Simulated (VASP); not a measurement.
# TiAu (P-6m2) in VASP: single point with LDA

Aim: the single point of TiAu with LDA.

All numbers are computed with VASP 6.6.1; they aren't measurements. Logs are shortened: lines on timing, memory, paths and dates and some standing lists are left out, and cuts for length are marked.

## 1. The cell of the first run

Symmetry: P-6m2, No. 187, hexagonal system. Conventional cell: a = 2.986 Å, b = 2.986 Å, c = 4.554 Å, α = 90.00°, β = 90.00°, γ = 120.00°. Within 3.8 Å of Ti (site symmetry -6m2) lie 6 Au at 2.86 Å and 6 Ti at 2.99 Å. Within 3.8 Å of Au (site symmetry -6m2) lie 6 Ti at 2.86 Å and 6 Au at 2.99 Å.

## 2. Single point, LDA

File INCAR:

```
PREC = Accurate ; ENCUT = 520
EDIFF = 1E-6 ; ISMEAR = 0
SIGMA = 0.1 ; LREAL = False
LASPH = True ; NELM = 60
ALGO = Normal ; ISIF = 2
LWAVE = False ; LCHARG = False
GGA = CA ; NBANDS = 18
ISYM = 0
```

File KPOINTS:

```
Automatic mesh
0
Gamma
  5 5 3
  0.5 0.5 0.5
```

File POSCAR:

```
TiAu
1.0
    2.9864759300      0.0000000000      0.0000000000
   -1.4932379600      2.5863640200      0.0000000000
    0.0000000000      0.0000000000      4.5540180000
Ti Au
1 1
Direct
    0.0000000000      0.0000000000      0.0000000000
    0.3333333308      0.6666666705      0.5000000000
```

Potentials or basis: VASP PAW LDA potentials, release 64 (Ti_sv, Au).

On the command line:

```console
$ cat potpaw_LDA.64/Ti_sv/POTCAR potpaw_LDA.64/Au/POTCAR > POTCAR
$ mpirun -np 1 vasp_std > vasp.out
```

OUTCAR:

```text
PREC = Accurate
   ENCUT = 520
   EDIFF = 1E-6
   ISMEAR = 0
   LREAL = False
   LASPH = True
   NELM = 60
   ISIF = 2
   GGA = CA
   ISYM = 0

 ion  position               nearest neighbor table
   1  0.000  0.000  0.000-   2 2.86   2 2.86   2 2.86   2 2.86   2 2.86   2 2.86
   2  0.333  0.667  0.500-   1 2.86   1 2.86   1 2.86   1 2.86   1 2.86   1 2.86

IMPORTANT INFORMATION: All symmetrisations will be switched off!
NOSYMM: (Re-)initialisation of all symmetry stuff for point group C_1.

----------------------------------------------------------------------------------------

                                     Primitive cell

  volume of cell :      35.1758

  direct lattice vectors                    reciprocal lattice vectors
     2.986475930  0.000000000  0.000000000     0.334842813  0.193321588  0.000000000
    -1.493237960  2.586364020  0.000000000     0.000000000  0.386643176  0.000000000
     0.000000000  0.000000000  4.554018000     0.000000000  0.000000000  0.219586308

  length of vectors
     2.986475930  2.986475925  4.554018000     0.386643176  0.386643176  0.219586308

  position of ions in fractional coordinates (direct lattice)
     0.000000000  0.000000000  0.000000000
     0.333333331  0.666666670  0.500000000

  ion indices of the primitive-cell ions
   primitive index   ion index
                 1           1
                 2           2

----------------------------------------------------------------------------------------

 KPOINTS: Automatic mesh

Automatic generation of k-mesh.
 Grid dimensions read from file:
 generate k-points for:    5    5    3

 Generating k-lattice:

  Cartesian coordinates                     Fractional coordinates (reciprocal lattice)
     0.066968563  0.038664318  0.000000000     0.200000000 -0.000000000  0.000000000
     0.000000000  0.077328635  0.000000000     0.000000000  0.200000000  0.000000000
     0.000000000  0.000000000  0.073195436     0.000000000  0.000000000  0.333333333

  Length of vectors
     0.077328635  0.077328635  0.073195436

  Shift w.r.t. Gamma in fractional coordinates (k-lattice)
     0.500000000  0.500000000  0.500000000

 Subroutine IBZKPT returns following result:
 ===========================================

 Found    114 irreducible k-points:

 Following reciprocal coordinates:
            Coordinates               Weight
  0.100000  0.100000  0.166667      2.000000
 -0.100000  0.200000  0.166667      2.000000
 -0.200000  0.100000  0.166667      2.000000
 -0.100000 -0.100000  0.166667      2.000000
  0.100000 -0.200000  0.166667      2.000000
  0.200000 -0.100000  0.166667      2.000000
[... 16 lines left out ...]
  0.100000  0.400000  0.166667      2.000000
 -0.400000  0.500000  0.166667      2.000000
 [... further k-points ...]
   k-points           NKPTS =    114   k-points in BZ     NKDIM =    114   number of bands    NBANDS=     18
   number of dos      NEDOS =    301   number of ions     NIONS =      2
   total plane-waves  NPLWV =  20736
   dimension x,y,z NGX =    24 NGY =   24 NGZ =   36
   dimension x,y,z NGXF=    48 NGYF=   48 NGZF=   72
   ions per type =               1   1
   NGX,Y,Z   is equivalent  to a cutoff of  13.36, 13.36, 13.14 a.u.
   NGXF,Y,Z  is equivalent  to a cutoff of  26.72, 26.72, 26.28 a.u.
 SYSTEM =  unknown system
   PREC   = accura    normal or accurate (medium, high low for compatibility)
   ISTART =      0    job   : 0-new  1-cont  2-samecut
   ICHARG =      2    charge: 1-file 2-atom 10-const
   ISPIN  =      1    spin polarized calculation?
   LNONCOLLINEAR =      F non collinear calculations
   LSORBIT =      F    spin-orbit coupling
   LASPH  =      T    aspherical Exc in radial PAW
   ENCUT  =  520.0 eV  38.22 Ry    6.18 a.u.   5.55  5.55  8.47*2*pi/ulx,y,z
   NELM   =     60;   NELMIN=  2; NELMDL= -5     # of ELM steps
   EDIFF  = 0.1E-05   stopping-criterion for ELM
   LREAL  =      F    real-space projection
   EDIFFG = 0.1E-04   stopping-criterion for IOM
   NSW    =      0    number of steps for IOM
   IBRION =     -1    ionic relax: 0-MD 1-quasi-New 2-CG
   NFREE  =      0    steps in history (QN), initial steepest desc. (CG)
   ISIF   =      2    stress and relaxation
   ISYM   =      0    0-nonsym 1-usesym 2-fastsym
   POTIM  = 0.5000    time-step for ionic-motion
   TEBEG  =    0.0;   TEEND  =   0.0 temperature during run
   PSTRESS=    0.0 pullay stress
   NELECT =      23.0000    total number of electrons
   NUPDOWN=      -1.0000    fix difference up-down
   EMIN   =  10.00;   EMAX   =-10.00  energy-range for DOS
   EFERMI =   0.00;   METHOD = LEGACY
   ISMEAR =     0;   SIGMA  =   0.10  broadening in eV -4-tet -1-fermi 0-gaus
   EFERMI_NEDOS =   21; number of points for ismear=-14 and -15
   IALGO  =     38    algorithm
   IMIX   =      4    mixing-type and parameters
     AMIX     =   0.40;   BMIX     =  1.00
     AMIX_MAG =   1.60;   BMIX_MAG =  1.00
  volume/ion in A,a.u.               =      17.59       118.69
  Fermi-wavevector in a.u.,A,eV,Ry     =   1.420920  2.685150 27.470350  2.019014
  Thomas-Fermi vector in A             =   2.541784
   LORBIT       =      0    0 simple, 1 ext, 2 COOP (PROOUT), +10 PAW based schemes
   GGA     = CA    functional components
   LHFCALC =     F    Hartree Fock is set to
   AEXX    =    0.0000 exact exchange contribution
   IVDW    =     0    specifies the selected vdW correction
   LEPSILON=     F    determine dielectric tensor
   LRPA    =     F    only Hartree local field effects (RPA)
 non-spin polarized calculation
 Gauss-broadening in eV      SIGMA  =   0.10
  energy-cutoff  :      520.00
  volume of cell :       35.18
 maximum number of plane-waves:       968
 NGX is ok and might be reduce to    24
   NGX = 11   NGY = 11   NGZ = 17

 number of electron      23.0000007 magnetization

 Free energy of the ion-electron system (eV)
  ---------------------------------------------------
  ext. energy  EPLUGINS =         0.00000000
  ---------------------------------------------------
  free energy    TOTEN  =       -13.25508489 eV

  energy without entropy =      -13.23302235  energy(sigma->0) =      -13.24405362

 E-fermi :   8.5711     XC(G=0): -12.2613

 val. band max:        8.5088270829   @ k =   0.0000   0.3000   0.1667
 cond. band min:       8.5740782837   @ k =  -0.2000   0.3000   0.1667
 fundamental gap:      0.0652512008
 Fermi energy:         8.5711088912

 k-point     1 :       0.1000    0.1000    0.1667
  band No.  band energies     occupation
      1     -47.7565      2.00000
      2     -24.4922      2.00000
      3     -24.2324      2.00000
      4     -24.1531      2.00000
      5       1.0749      2.00000
      6       3.0072      2.00000
[... 10 lines left out ...]
     17      16.4186      0.00000
     18      21.0855      0.00000

 k-point     2 :      -0.1000    0.2000    0.1667
  band No.  band energies     occupation
      1     -47.7565      2.00000
      2     -24.4922      2.00000
      3     -24.2324      2.00000
      4     -24.1531      2.00000
      5       1.0749      2.00000
      6       3.0072      2.00000
[... 10 lines left out ...]
     17      16.4186      0.00000
     18      21.0855      0.00000

 k-point     3 :      -0.2000    0.1000    0.1667
  band No.  band energies     occupation
      1     -47.7565      2.00000
      2     -24.4922      2.00000
      3     -24.2324      2.00000
      4     -24.1531      2.00000
      5       1.0749      2.00000
      6       3.0072      2.00000
[... 10 lines left out ...]
     17      16.4186      0.00000
     18      21.0855      0.00000

 k-point     4 :      -0.1000   -0.1000    0.1667
  band No.  band energies     occupation
      1     -47.7565      2.00000
      2     -24.4922      2.00000
      3     -24.2324      2.00000
      4     -24.1531      2.00000
      5       1.0749      2.00000
      6       3.0072      2.00000
[... 10 lines left out ...]
     17      16.4186      0.00000
     18      21.0855      0.00000

 k-point     5 :       0.1000   -0.2000    0.1667
  band No.  band energies     occupation
      1     -47.7565      2.00000
      2     -24.4922      2.00000
      3     -24.2324      2.00000
      4     -24.1531      2.00000
      5       1.0749      2.00000
      6       3.0072      2.00000
[... 10 lines left out ...]
     17      16.4186      0.00000
     18      21.0855      0.00000

 k-point     6 :       0.2000   -0.1000    0.1667
  band No.  band energies     occupation
      1     -47.7565      2.00000
      2     -24.4922      2.00000
      3     -24.2324      2.00000
      4     -24.1531      2.00000
      5       1.0749      2.00000
      6       3.0072      2.00000
[... 10 lines left out ...]
     17      16.4186      0.00000
     18      21.0855      0.00000

 k-point     7 :       0.3000    0.1000    0.1667
  band No.  band energies     occupation
      1     -47.7221      2.00000
      2     -24.4588      2.00000
      3     -24.4439      2.00000
      4     -24.2204      2.00000
      5       2.4137      2.00000
      6       3.1256      2.00000
[... 10 lines left out ...]
     17      15.0448      0.00000
     18      17.6336      0.00000

 k-point     8 :      -0.1000    0.4000    0.1667
  band No.  band energies     occupation
      1     -47.7221      2.00000
      2     -24.4588      2.00000
      3     -24.4439      2.00000
      4     -24.2204      2.00000
      5       2.4137      2.00000
      6       3.1256      2.00000
[... 10 lines left out ...]
     17      15.0448      0.00000
     18      17.6336      0.00000
[... 229 lines left out ...]
     17      14.9576      0.00000
     18      17.2655      0.00000

 k-point    20 :      -0.1000   -0.4000    0.1667
  band No.  band energies     occupation
      1     -47.7114      2.00000
      2     -24.5082      2.00000
      3     -24.4483      2.00000
      4     -24.2411      2.00000
      5       2.3527      2.00000
      6       2.9312      2.00000
[... 10 lines left out ...]
     17      14.9576      0.00000
     18      17.2653      0.00000

 k-point    21 :       0.4000    0.5000    0.1667
  band No.  band energies     occupation
      1     -47.7114      2.00000
      2     -24.5082      2.00000
      3     -24.4483      2.00000
      4     -24.2411      2.00000
      5       2.3527      2.00000
      6       2.9312      2.00000
[... 10 lines left out ...]
     17      14.9576      0.00000
     18      17.2653      0.00000

 k-point    22 :       0.5000   -0.1000    0.1667
  band No.  band energies     occupation
      1     -47.7114      2.00000
      2     -24.5082      2.00000
      3     -24.4483      2.00000
      4     -24.2411      2.00000
      5       2.3527      2.00000
      6       2.9312      2.00000
[... 10 lines left out ...]
     17      14.9576      0.00000
     18      17.2653      0.00000

 k-point    23 :       0.1000    0.4000    0.1667
  band No.  band energies     occupation
      1     -47.7114      2.00000
      2     -24.5082      2.00000
      3     -24.4483      2.00000
      4     -24.2411      2.00000
      5       2.3527      2.00000
      6       2.9312      2.00000
[... 10 lines left out ...]
     17      14.9576      0.00000
     18      17.2654      0.00000

 k-point    24 :      -0.4000    0.5000    0.1667
  band No.  band energies     occupation
      1     -47.7114      2.00000
      2     -24.5082      2.00000
      3     -24.4483      2.00000
      4     -24.2411      2.00000
      5       2.3527      2.00000
      6       2.9312      2.00000
[... 10 lines left out ...]
     17      14.9576      0.00000
     18      17.2653      0.00000

 [... further k-points ...]
[... 5 lines left out ...]
  --------------------------------------------------------------------------------------
  -------------------------------------------------------------------------------------
  Total       -2.0959402     -2.0959399     -2.9265947     -0.0000051      0.0000005      0.0000017
  in kB      -95.4654139    -95.4653976   -133.2998780     -0.0002330      0.0000240      0.0000770
  external PRESSURE =    -108.0768965 kB  Pullay stress =       0.0000000 kB

 VOLUME and BASIS-vectors are now :
 -----------------------------------------------------------------------------
  energy-cutoff  :      520.00
  volume of cell :       35.18
      direct lattice vectors                 reciprocal lattice vectors
     2.986475930  0.000000000  0.000000000     0.334842813  0.193321588  0.000000000
    -1.493237960  2.586364020  0.000000000     0.000000000  0.386643176  0.000000000
     0.000000000  0.000000000  4.554018000     0.000000000  0.000000000  0.219586308

 POSITION                                       TOTAL-FORCE (eV/Angst)
 -----------------------------------------------------------------------------------
      0.00000      0.00000      0.00000        -0.000001     -0.000002     -0.000002
     -0.00000      1.72424      2.27701         0.000001      0.000002      0.000002
 -----------------------------------------------------------------------------------
    total drift:                               -0.000001     -0.000006     -0.000003

  FREE ENERGIE OF THE ION-ELECTRON SYSTEM (eV)
  ---------------------------------------------------
  free  energy   TOTEN  =       -13.2550848922 eV

  energy  without entropy=      -13.2330223501  energy(sigma->0) =      -13.24405362
```

Wall time 57 s (1 thread of Intel Xeon 6975P-C, shared host); peak memory 0.2 GiB.

Results:

```
Free energy : -13.2551 eV
Pressure    : -10.8 GPa
```

Levels at points of the mesh, in eV from the Fermi level:
```tsv
k point	band 8	band 9	band 10	band 11	band 12	band 13	band 14	band 15
(0.50, 0.50, 0.50)	-3.99	-2.47	-1.46	-1.12	0.60	0.88	1.35	2.62
(0.50, 0.00, 0.50)	-3.99	-2.47	-1.46	-1.12	0.60	0.88	1.35	2.62
(0.00, 0.50, 0.50)	-3.99	-2.47	-1.46	-1.12	0.60	0.88	1.35	2.62
```

Caveat: the k points lie up to 0.49 Å⁻¹ apart; spin-orbit coupling is left out, which moves the levels of the heavy elements.
